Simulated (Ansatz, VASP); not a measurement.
**One calculation of Si5Ge, two programs**

```
Si Ge
1.0
     4.90972    0.00000    0.00000
    -2.45486    4.25195    0.00000
     0.00000    0.00000    4.43583
Si Ge
5 1
Direct
  0.36405 0.36405 0.00000
  0.00000 0.63595 0.00000
  0.63595 0.00000 0.00000
  0.66667 0.33333 0.50000
  0.33333 0.66667 0.50000
  0.00000 0.00000 0.50000
```

Alike in both runs: functional PBE; k mesh 12 × 12 × 10; occupations gaussian, width 0.1 eV; no spin polarisation.

Ansatz relaxed the structure, and its values are those at the end. VASP's run is a single point on that final structure, the one shown.

|  | VASP | Ansatz |
| --- | --- | --- |
| version | VASP 6.6.1 | Ansatz 0.2.0 |
| potentials or method | VASP PAW PBE potentials, release 64 (Si, Ge_d), cutoff 520 eV | scalar-relativistic, plane waves, PAW |
| valence electrons in the cell | 34 | 34 |

|  | VASP | Ansatz | Ansatz less VASP |
| --- | --- | --- | --- |
| gap on the k mesh at the Fermi level (eV) | none | none | - |
| pressure (GPa) | 0.0 | 0.0 | +0.01 |

A gap of «none» marks a metal or a gap that the smearing closes. The functional is the same, so the differences come from potentials, cutoffs and numerics.
